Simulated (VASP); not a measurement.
A run of VASP 6.6.1 is set up as follows.

Contents of INCAR:

```
SYSTEM = InP
ALGO = Normal
EDIFF = 1E-6
ENCUT = 520
GGA = PE
ISIF = 2
ISMEAR = -1
LASPH = .TRUE.
LCHARG = .FALSE.
LREAL = .FALSE.
LWAVE = .FALSE.
NBANDS = 16
NELM = 100
PREC = Accurate
SIGMA = 0.03
```

Contents of KPOINTS:

```
k-points
0
G
  8 8 8
  0 0 0
```

File POSCAR:

```
InP
1.0
    0.0000000000      2.9305000000      2.9305000000
    2.9305000000      0.0000000000      2.9305000000
    2.9305000000      2.9305000000      0.0000000000
In P
1 1
Direct
    0.0000000000      0.0000000000      0.0000000000
    0.7500000000      0.7500000000      0.7500000000
```

Potentials or basis: VASP PAW PBE potentials, release 64 (In_d, P).

Launch:

```sh
$ cat potpaw_PBE.64/In_d/POTCAR potpaw_PBE.64/P/POTCAR > POTCAR
$ mpirun -np 1 vasp_std > vasp.out
```

Question: Predict the band gap on the k mesh.

Answer: 0.71 eV, direct.

Question: Predict the pressure.

Answer: 3.3 GPa.

Caveat: spin-orbit coupling is left out, which moves the levels of the heavy elements.
